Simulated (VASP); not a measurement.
Wanted: the native input for a VASP 6.6.1 run.

```
Task                   : single point
Functional             : r2SCAN
Potentials or basis    : VASP PAW PBE potentials, release 64 (Mg, O)
Cutoff                 : 520 eV
k mesh                 : 8 × 8 × 8
Occupations            : gaussian, width 0.05 eV
Spin                   : no spin polarisation
Dipole correction      : no
Further INCAR settings : ALGO = Normal; EDIFF = 1e-07; NBANDS = 11
```

Crystal: MgO (Periclase).

```xyz
2
Lattice="0.0000 2.0738 2.0738 2.0738 0.0000 2.0738 2.0738 2.0738 0.0000" Properties=species:S:1:pos:R:3 pbc="T T T"
Mg    0.0000    0.0000    0.0000
O     2.0738    2.0738    2.0738
```

This cell differs from its parent crystal: volume scaled by 0.960.

These files were run (other wordings do the same):

POSCAR

```
MgO
1.0
    0.0000000000      2.0738012913      2.0738012913
    2.0738012913      0.0000000000      2.0738012913
    2.0738012913      2.0738012913      0.0000000000
Mg O
1 1
Direct
    0.0000000000      0.0000000000      0.0000000000
    0.5000000000      0.5000000000      0.5000000000
```

INCAR.step1

```
SYSTEM = MgO
  PREC = Accurate
  ENCUT = 520
  ISMEAR = 0
  SIGMA = 0.05
  LREAL = .False.
  LASPH = .True.
  NELM = 100
  NBANDS = 11
  GGA = PE
  ALGO = Normal
  EDIFF = 1E-4
  LWAVE = .True.
  LCHARG = .False.
```

INCAR.step2

```
SYSTEM = MgO
  PREC = Accurate
  ENCUT = 520
  EDIFF = 1E-7
  ISMEAR = 0
  SIGMA = 0.05
  LREAL = .False.
  LASPH = .True.
  NELM = 100
  ALGO = Normal
  ISIF = 2
  LWAVE = .False.
  LCHARG = .False.
  METAGGA = R2SCAN
  LMIXTAU = .True.
  NBANDS = 11
  ISTART = 1
```

KPOINTS

```
regular mesh
0
Gamma
  8 8 8
  0 0 0
```

Potentials or basis: VASP PAW PBE potentials, release 64 (Mg, O).

Launch:

```console
$ cat potpaw_PBE.64/Mg/POTCAR potpaw_PBE.64/O/POTCAR > POTCAR
$ cp INCAR.step1 INCAR
$ mpirun -np 1 vasp_std > vasp.out
$ cp INCAR.step2 INCAR
$ mpirun -np 1 vasp_std > vasp.out
```

Results of the run:

```
Pressure               : 6.2 GPa
Band gap on the k mesh : 6.09 eV, direct
```

Caveat: the PAW data sets were made with another functional, which shifts forces and pressure a little.

Run time: 13 s on 1 thread of Intel(R) Xeon(R) 6975P-C (Granite Rapids), on a shared host, peak memory 0.14 GiB.
